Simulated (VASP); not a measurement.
A run of VASP 6.6.1:

File POSCAR:

```
SnSe
1.0
    4.1575119741      0.0000000000      0.0000000000
    0.0000000000      4.1575119741      0.0000000000
    0.0000000000      0.0000000000     10.9898489675
Sn Se
2 2
Direct
    0.5000000000      0.0000000000      0.3713940256
    0.0000000000      0.5000000000      0.6286059744
    0.5000000000      0.0000000000      0.6150878817
    0.0000000000      0.5000000000      0.3849121183
```

File INCAR.step1:

```
PREC     = Accurate       # precision mode
ENCUT    = 520            # plane-wave cutoff, eV
ISMEAR   = 0              # smearing method
SIGMA    = 0.05           # smearing width, eV
LREAL    = F              # projectors in reciprocal space
LASPH    = T              # aspherical terms in the spheres
NELM     = 80             # most SCF steps
NBANDS   = 28             # bands
GGA      = PE             # functional
ALGO     = Normal         # electronic algorithm
EDIFF    = 1E-4           # SCF threshold, eV
LWAVE    = T              # write WAVECAR
LCHARG   = F              # write CHGCAR
```

The input INCAR.step2:

```
PREC     = Accurate       # precision mode
ENCUT    = 520            # plane-wave cutoff, eV
EDIFF    = 1E-6           # SCF threshold, eV
ISMEAR   = 0              # smearing method
SIGMA    = 0.05           # smearing width, eV
LREAL    = F              # projectors in reciprocal space
LASPH    = T              # aspherical terms in the spheres
NELM     = 80             # most SCF steps
ALGO     = Normal         # electronic algorithm
ISIF     = 2              # what is computed and relaxed
LWAVE    = F              # write WAVECAR
LCHARG   = F              # write CHGCAR
METAGGA  = R2SCAN         # meta-GGA
LMIXTAU  = T            
NBANDS   = 28             # bands
ISTART   = 1
```

KPOINTS

```
regular mesh
0
Gamma
  6 6 4
```

Potentials or basis: VASP PAW PBE potentials, release 64 (Sn_d, Se).

Launch:

```sh
$ cat potpaw_PBE.64/Sn_d/POTCAR potpaw_PBE.64/Se/POTCAR > POTCAR
$ cp INCAR.step1 INCAR
$ mpirun -np 1 vasp_std > vasp.out
$ cp INCAR.step2 INCAR
$ mpirun -np 1 vasp_std > vasp.out
```

Hardware: 1 thread of Intel(R) Xeon(R) Platinum 8375C CPU @ 2.90GHz (Ice Lake) (shared host).

**Question.** How long does it take, and how much memory?

**Answer.** Run time: 6.1 min on 1 thread of Intel(R) Xeon(R) Platinum 8375C CPU @ 2.90GHz (Ice Lake), with other jobs on the host, peak memory 0.4 GiB. Counts: k points 30.
